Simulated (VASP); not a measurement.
Input of a VASP 6.6.1 run:

File INCAR:

```
SYSTEM = Zr
PREC = Accurate
ENCUT = 500
EDIFF = 1E-6
ISMEAR = 0
SIGMA = 0.1
LREAL = .False.
LASPH = .True.
NELM = 120
ALGO = Normal
ISIF = 2
LWAVE = .False.
LCHARG = .False.
GGA = PE
NBANDS = 12
GGA_COMPAT = .False.
```

Contents of KPOINTS:

```
regular mesh
0
Gamma
  10 10 10
  0 0 0
```

The input POSCAR:

```
Zr
1.0
    0.0000000000      2.2646202716      2.2646202716
    2.2646202716      0.0000000000      2.2646202716
    2.2646202716      2.2646202716      0.0000000000
Zr
1
Direct
   -0.1103937835      0.1103937835      0.1103937835
```

Potentials or basis: VASP PAW PBE potentials, release 64 (Zr_sv).

The run is started by

```sh
$ cat potpaw_PBE.64/Zr_sv/POTCAR > POTCAR
$ mpirun -np 1 vasp_std > vasp.out
```

Task: Estimate the pressure.

Result: 0.1 GPa.

Task: Predict the band gap on the k mesh.

Result: Zero (band 6 reaches 9.89 eV, above the bottom of band 7 at 8.63 eV).
